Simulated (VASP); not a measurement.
Hf: single point with PBE

Hf, a slab with vacuum:

```
Hf
1.0
     3.20323    0.00000    0.00000
    -1.60161    2.77408    0.00000
     0.00000    0.00000   26.14590
Hf
5
Cartesian
  0.0000 0.0000 8.1063
  0.0000 1.8494 10.4863
  0.0000 0.0000 13.0729
  0.0000 1.8494 15.6596
  0.0000 0.0000 18.0396
```

* Program: VASP 6.6.1
* Task: single point
* Functional: PBE
* Potentials or basis: VASP PAW PBE potentials, release 64 (Hf_pv)
* Cutoff: 520 eV
* k mesh: 12 × 12 × 1
* Occupations: fermi-dirac, width 0.1 eV
* Spin: non-collinear spin, zero start, spin-orbit coupling
* Starting moments: [[0.0, 0.0, 0.0], [0.0, 0.0, 0.0], [0.0, 0.0, 0.0], [0.0, 0.0, 0.0], [0.0, 0.0, 0.0]] μB

- Largest force: 0.066 eV/Å
- Net moment: 0.00 μB per cell
- Valence electrons inside the program's atomic spheres: Hf 8.28, 8.42, 8.34 (each value once)

Forces in eV/Å, atoms in the order of the input:
```
Hf   0.000  0.000  0.066
Hf   0.000  0.000 -0.033
Hf   0.000  0.000  0.000
Hf   0.000  0.000  0.033
Hf   0.000  0.000 -0.066
```

Moments on the atoms (μB; x, y, z):
```
Hf  0.00 0.00 0.00
Hf  0.00 0.00 0.00
Hf  0.00 0.00 0.00
Hf  0.00 0.00 0.00
Hf  0.00 0.00 0.00
```

Wall time 23 min on 1 thread of Intel(R) Xeon(R) 6975P-C (Granite Rapids), on a shared host, peak memory 1.2 GiB.
